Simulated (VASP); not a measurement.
**HfTe5Mo: single point with PBE**

Crystal: HfTe5Mo.

```
Hf Te Mo
1.0
     0.00000    5.22332    5.22332
     5.22332    0.00000    5.22332
     5.22332    5.22332    0.00000
Hf Te Mo
1 5 1
Cartesian
  5.2233 5.2233 5.2233
  3.7154 3.7154 3.7154
  6.7312 6.7312 3.7154
  6.7312 3.7154 6.7312
  3.7154 6.7312 6.7312
  0.0000 0.0000 0.0000
  7.8350 7.8350 7.8350
```

```json
{"Program": "VASP 6.6.1", "Task": "single point", "Functional": "PBE", "Potentials or basis": "VASP PAW PBE potentials, release 64 (Hf_pv, Te, Mo_sv)", "Cutoff": "500 eV", "k mesh": "3 × 3 × 3", "Occupations": "gaussian, width 0.2 eV", "Spin": "no spin polarisation", "Dipole correction": "no", "Further INCAR settings": "ALGO = Normal; EDIFF = 1e-06; NBANDS = 36"}
```

The pressure is 0.1 GPa. The largest force is 0.011 eV/Å and the band gap on the k mesh is zero (band 27 reaches 3.15 eV, above the bottom of band 28 at 3.07 eV).

Forces in eV/Å, atoms in the order of the input:
```
Hf   0.000  0.000  0.000
Te   0.006  0.006  0.006
Te  -0.006 -0.006  0.006
Te  -0.006  0.006 -0.006
Te   0.006 -0.006 -0.006
Te   0.000  0.000  0.000
Mo   0.000  0.000  0.000
```

Levels at points of the mesh, in eV from the Fermi level:
```tsv
k point	band 22	band 23	band 24	band 25	band 26	band 27	band 28	band 29	band 30	band 31
(0.00, 0.00, 0.00)	-0.44	-0.44	-0.44	0.04	0.04	0.08	0.08	0.08	0.18	0.58
```

It took 120 s on 1 thread of Intel(R) Xeon(R) 6975P-C (Granite Rapids) (shared host), peak memory 0.42 GiB.

Caveat: spin-orbit coupling is left out, which moves the levels of the heavy elements.
